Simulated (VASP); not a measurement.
# Tb (P6_3/mmc) in VASP: a series of runs

The runs below take Tb through single point, with PBEsol.

Program: VASP 6.6.1. These are calculated values, not measurements. Logs are shortened: lines on timing, memory, paths and dates and some standing lists are left out, and cuts for length are marked.

### Step 1. The cell of the first run

The structure is hexagonal, space group P6_3/mmc (No. 194). The conventional cell has a = 3.601 Å, b = 3.601 Å, c = 5.694 Å, α = 90.00°, β = 90.00°, γ = 120.00°. Tb (site symmetry -6m2) has 12 Tb at 3.53 to 3.60 Å within 4.6 Å.

### Step 2. Single point, PBEsol, collinear spin, antiferromagnetic start

The input, INCAR:

```
PREC     = Accurate       # precision mode
ENCUT    = 520            # plane-wave cutoff, eV
EDIFF    = 1E-6           # SCF threshold, eV
ISMEAR   = -1             # smearing method
SIGMA    = 0.05           # smearing width, eV
LREAL    = False          # projectors in reciprocal space
LASPH    = True           # aspherical terms in the spheres
NELM     = 150            # most SCF steps
ALGO     = Normal         # electronic algorithm
ISIF     = 2              # what is computed and relaxed
LWAVE    = False          # write WAVECAR
LCHARG   = False          # write CHGCAR
ISPIN    = 2              # spin polarisation
MAGMOM   = 6 -6           # initial moments
LORBIT   = 11             # projections on sites
LMAXMIX  = 6              # l up to which the mixer works
GGA      = PS             # functional
NBANDS   = 30             # bands
```

The input, KPOINTS:

```
regular mesh
0
Gamma
  9 9 5
```

The input, POSCAR:

```
Tb
1.0
    3.6010000000      0.0000000000      0.0000000000
   -1.8005000000      3.1185574790      0.0000000000
    0.0000000000      0.0000000000      5.6936000000
Tb
2
Direct
    0.6666666667      0.3333333333      0.7500000000
    0.3333333333      0.6666666667      0.2500000000
```

Potentials or basis: VASP PAW PBE potentials, release 64 (Tb).

Launch:

```
> cat potpaw_PBE.64/Tb/POTCAR > POTCAR
> mpirun -np 1 vasp_std > vasp.out
```

OUTCAR:

```text
PREC = Accurate
   ENCUT = 520
   EDIFF = 1E-6
   ISMEAR = -1
   LREAL = False
   LASPH = True
   NELM = 150
   ISIF = 2
   ISPIN = 2
   LORBIT = 11
   GGA = PS

 ion  position               nearest neighbor table
   1  0.667  0.333  0.750-   2 3.53   2 3.53   2 3.53   2 3.53   2 3.53   2 3.53
   2  0.333  0.667  0.250-   1 3.53   1 3.53   1 3.53   1 3.53   1 3.53   1 3.53

  LATTYP: Found a hexagonal cell.
 ALAT       =     3.6010000000
 C/A-ratio  =     1.5811163566

  Lattice vectors:

 A1 = (   3.6010000000,   0.0000000000,   0.0000000000)
 A2 = (  -1.8005000000,   3.1185574790,   0.0000000000)
 A3 = (   0.0000000000,   0.0000000000,   5.6936000000)

Analysis of symmetry for initial positions (statically):
=====================================================================
 Subroutine PRICEL returns:
 Original cell was already a primitive cell.

 Routine SETGRP: Setting up the symmetry group for a
 hexagonal supercell.

 Subroutine GETGRP returns: Found 24 space group operations
 (whereof 12 operations were pure point group operations)
 out of a pool of 24 trial point group operations.

The static configuration has the point symmetry D_3d.
 The point group associated with its full space group is D_6h.

Analysis of symmetry for dynamics (positions and initial velocities):
=====================================================================
 Subroutine PRICEL returns:
 Original cell was already a primitive cell.

 Routine SETGRP: Setting up the symmetry group for a
 hexagonal supercell.

 Subroutine GETGRP returns: Found 24 space group operations
 (whereof 12 operations were pure point group operations)
 out of a pool of 24 trial point group operations.

The dynamic configuration has the point symmetry D_3d.
 The point group associated with its full space group is D_6h.

Analysis of structural, dynamic, and magnetic symmetry:
=====================================================================
 Subroutine PRICEL returns:
 Original cell was already a primitive cell.

 Routine SETGRP: Setting up the symmetry group for a
 hexagonal supercell.

 Subroutine GETGRP returns: Found 24 space group operations
 (whereof 12 operations were pure point group operations)
 out of a pool of 24 trial point group operations.

The overall configuration has the point symmetry D_3d.
 The point group associated with its full space group is D_6h.

 Subroutine INISYM returns: Found 24 space group operations
 (whereof 12 operations are pure point group operations),
 and found     1 'primitive' translations
[... 113 lines left out ...]
   IMIX   =      4    mixing-type and parameters
     AMIX     =   0.40;   BMIX     =  1.00
     AMIX_MAG =   1.60;   BMIX_MAG =  1.00
  volume/ion in A,a.u.               =      31.97       215.74
  Fermi-wavevector in a.u.,A,eV,Ry     =   1.376411  2.601039 25.776330  1.894507
  Thomas-Fermi vector in A             =   2.501658
   LORBIT       =     11    0 simple, 1 ext, 2 COOP (PROOUT), +10 PAW based schemes
   GGA     = PS    functional components
   LHFCALC =     F    Hartree Fock is set to
   AEXX    =    0.0000 exact exchange contribution
   IVDW    =     0    specifies the selected vdW correction
   LEPSILON=     F    determine dielectric tensor
   LRPA    =     F    only Hartree local field effects (RPA)
 spin polarized calculation
  energy-cutoff  :      520.00
  volume of cell :       63.94
 maximum number of plane-waves:      1743
 NGX is ok and might be reduce to    28
   NGX = 13   NGY = 13   NGZ = 21

 number of electron      37.9999992 magnetization       0.0000000

 number of electron      37.9999992 magnetization      -0.0000000

 Free energy of the ion-electron system (eV)
  ---------------------------------------------------
  ext. energy  EPLUGINS =         0.00000000
  ---------------------------------------------------
  free energy    TOTEN  =       -19.75589413 eV

  energy without entropy =      -19.64657846  energy(sigma->0) =      -19.70123629

 E-fermi :   2.7232     XC(G=0): -10.2510

 val. band max:        2.7224725479   @ k =   0.3333   0.1111   0.4000
 cond. band min:       2.7276260587   @ k =   0.3333   0.2222   0.0000
 fundamental gap:      0.0051535108
 Fermi energy:         2.7231922573

 spin component 1

 k-point     1 :       0.0000    0.0000    0.0000
  band No.  band energies     occupation
      1     -43.3768      1.00000
      2     -40.7779      1.00000
      3     -20.1029      1.00000
      4     -19.7164      1.00000
      5     -19.7164      1.00000
      6     -18.0570      1.00000
[... 781 lines left out ...]
     29       5.6117      0.00000
     30       7.7200      0.00000

 [... further k-points ...]

 spin component 2

 k-point     1 :       0.0000    0.0000    0.0000
  band No.  band energies     occupation
      1     -43.3768      1.00000
      2     -40.7779      1.00000
      3     -20.1029      1.00000
      4     -19.7164      1.00000
      5     -19.7164      1.00000
      6     -18.0570      1.00000
[... 781 lines left out ...]
     29       5.6117      0.00000
     30       7.7200      0.00000

 [... further k-points ...]
[... 5 lines left out ...]
  --------------------------------------------------------------------------------------
  -------------------------------------------------------------------------------------
  Total       -1.1043149     -1.1043149     -0.8452394      0.0000000      0.0000000      0.0000000
  in kB      -27.6719444    -27.6719444    -21.1800247      0.0000000      0.0000000      0.0000000
  external PRESSURE =     -25.5079712 kB  Pullay stress =       0.0000000 kB

 VOLUME and BASIS-vectors are now :
 -----------------------------------------------------------------------------
  energy-cutoff  :      520.00
  volume of cell :       63.94
      direct lattice vectors                 reciprocal lattice vectors
     3.601000000  0.000000000  0.000000000     0.277700639  0.160330539  0.000000000
    -1.800500000  3.118557479  0.000000000     0.000000000  0.320661077  0.000000000
     0.000000000  0.000000000  5.693600000     0.000000000  0.000000000  0.175635802

 POSITION                                       TOTAL-FORCE (eV/Angst)
 -----------------------------------------------------------------------------------
      1.80050      1.03952      4.27020        -0.000000      0.000000      0.000000
     -0.00000      2.07904      1.42340         0.000000     -0.000000      0.000000
 -----------------------------------------------------------------------------------
    total drift:                               -0.000000      0.000000     -0.000000

  FREE ENERGIE OF THE ION-ELECTRON SYSTEM (eV)
  ---------------------------------------------------
  free  energy   TOTEN  =       -19.7558941300 eV

  energy  without entropy=      -19.6465784576  energy(sigma->0) =      -19.70123629

 total charge

# of ion       s       p       d       f       tot
--------------------------------------------------
    1        2.086   5.584   0.520   8.096  16.286
    2        2.086   5.584   0.520   8.096  16.286
--------------------------------------------------
tot          4.173  11.168   1.040  16.191  32.573

 magnetization (x)

# of ion       s       p       d       f       tot
--------------------------------------------------
    1        0.006  -0.045   0.116   5.704   5.782
    2       -0.006   0.045  -0.116  -5.704  -5.782
--------------------------------------------------
tot          0.000   0.000   0.000   0.000   0.000
```

stdout:

```text
POSCAR found type information on POSCAR Tb
 POSCAR found :  1 types and       2 ions
 scaLAPACK will be used
 -----------------------------------------------------------------------------
|                                                                             |
|                                                                             |
|     You enforced a specific xc type in the INCAR file but a different       |
|     I HOPE YOU KNOW WHAT YOU ARE DOING!                                     |
|                                                                             |
 -----------------------------------------------------------------------------

 LDA part: xc-table for (Slater+PW92), standard interpolation
 POSCAR, INCAR and KPOINTS ok, starting setup
 FFT: planning ... GRIDC
 FFT: planning ... GRID_SOFT
 FFT: planning ... GRID
 WAVECAR not read
 entering main loop
```

It took 9.1 min on 1 thread of AMD EPYC 7R43 (Zen 3), shared host; peak memory 0.25 GiB.

Results:

* Free energy: -19.7559 eV
* Pressure: -2.6 GPa
* Band gap on the k mesh: zero (filled and empty bands overlap)
* Net moment: 0.00 μB per cell
* Site moments: Tb +5.78, -5.78 μB
* Valence electrons inside the program's atomic spheres: Tb 16.29

Caveat: the magnetic or orbital state may not be the lowest; the PAW data sets were made with another functional, which shifts forces and pressure a little; spin-orbit coupling is left out, which moves the levels of the heavy elements; semilocal functionals describe open f shells poorly, which spoils levels, moments and volumes.

(Continued in part 2 of 2.)
